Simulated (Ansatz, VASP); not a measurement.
C in VASP and in Ansatz

```
C
1.0
     0.00000    1.80684    1.80684
     1.80684    0.00000    1.80684
     1.80684    1.80684    0.00000
C
2
Direct
  0.75000 0.75000 0.75000
  0.50000 0.50000 0.50000
```

Alike in both runs: task single point; functional r2SCAN; dispersion rVV10; k mesh 13 × 13 × 13; occupations fermi-dirac, width 0.05 eV; no spin polarisation.

```csv
,VASP,Ansatz
version,VASP 6.6.1,Ansatz 0.2.0
potentials or method,"VASP PAW PBE potentials, release 64 (C)",Ansatz PAW
plane-wave cutoff (eV),520,500
valence electrons in the cell,8,8
```

|  | VASP | Ansatz | Ansatz less VASP |
| --- | --- | --- | --- |
| gap on the k mesh at the Fermi level (eV) | 4.22 | 4.24 | +0.026 |
| least direct gap on the mesh (eV) | 5.72 | 5.76 | +0.041 |
| pressure (GPa) | -18.5 | -19.4 | -0.96 |

VASP's potentials were made for PBE, not for r2SCAN.

Noted on Ansatz's run: odd divisions of the mesh miss points on the zone boundary, where band edges often lie, so the gap on the mesh can be too wide.
